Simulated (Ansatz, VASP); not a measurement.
**Al7Cu in VASP and in Ansatz**

```
CELL_PARAMETERS angstrom
0.00000 3.89852 3.89852
3.89852 0.00000 3.89852
3.89852 3.89852 0.00000
ATOMIC_POSITIONS crystal
Al 0.50000 0.00000 0.00000
Al 0.00000 0.50000 0.50000
Al 0.00000 0.50000 0.00000
Al 0.50000 0.00000 0.50000
Al 0.00000 0.00000 0.50000
Al 0.50000 0.50000 0.00000
Al 0.00000 0.00000 0.00000
Cu 0.50000 0.50000 0.50000
```

Alike in both runs: task single point; functional PBE; k mesh 8 × 8 × 8; occupations gaussian, width 0.1 eV; no spin polarisation.

|  | VASP | Ansatz |
| --- | --- | --- |
| version | VASP 6.6.1 | Ansatz 0.2.0 |
| potentials or method | VASP PAW PBE potentials, release 64 (Al, Cu), cutoff 520 eV | scalar-relativistic, plane waves, PAW |
| valence electrons in the cell | 32 | 40 |

Ansatz gave:

```
gap on the k mesh at the Fermi level (eV) : none
pressure (GPa)                            : 6.1
```

Task: What did VASP give for the same quantities?

Result: gap on the k mesh at the Fermi level (eV): none; pressure (GPa): 6.2.

A gap of «none» marks a metal or a gap that the smearing closes. VASP's potentials hold 32 valence electrons a cell and Ansatz's 40, so a difference there can come from the potentials and not from the codes.
